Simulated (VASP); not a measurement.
Input of a VASP 6.6.1 run:

Contents of INCAR:

```
SYSTEM = Mg
PREC = Accurate
ENCUT = 520
EDIFF = 1E-6
ISMEAR = -1
SIGMA = 0.1
LREAL = .False.
LASPH = .True.
NELM = 80
ALGO = Normal
ISIF = 2
LWAVE = .False.
LCHARG = .True.
GGA = CA
LELF = .True.
LVHAR = .True.
NBANDS = 10
```

KPOINTS

```
regular mesh
0
Gamma
  10 10 14
  0 0 0
```

Contents of POSCAR:

```
Mg
1.0
    5.0049134438      0.0000000000      0.0000000000
   -2.5024567219      4.3343821861      0.0000000000
    0.0000000000      0.0000000000      3.0328821299
Mg
3
Direct
    1.0000000000      0.0000000000      0.0000000000
    0.3333333333      0.6666666667      0.5000000000
    0.6666666667      0.3333333333      0.5000000000
```

Potentials or basis: VASP PAW LDA potentials, release 64 (Mg).

Command:

```sh
$ cat potpaw_LDA.64/Mg/POTCAR > POTCAR
$ mpirun -np 1 vasp_std > vasp.out
```

Estimate the band gap on the k mesh.

zero (band 3 reaches 6.34 eV, above the bottom of band 4 at 1.74 eV).

What does it give for the pressure?

-0.3 GPa.

Stress tensor (GPa, compression positive):
```
-0.41  0.00  0.00
 0.00 -0.41  0.00
 0.00  0.00 -0.24
```
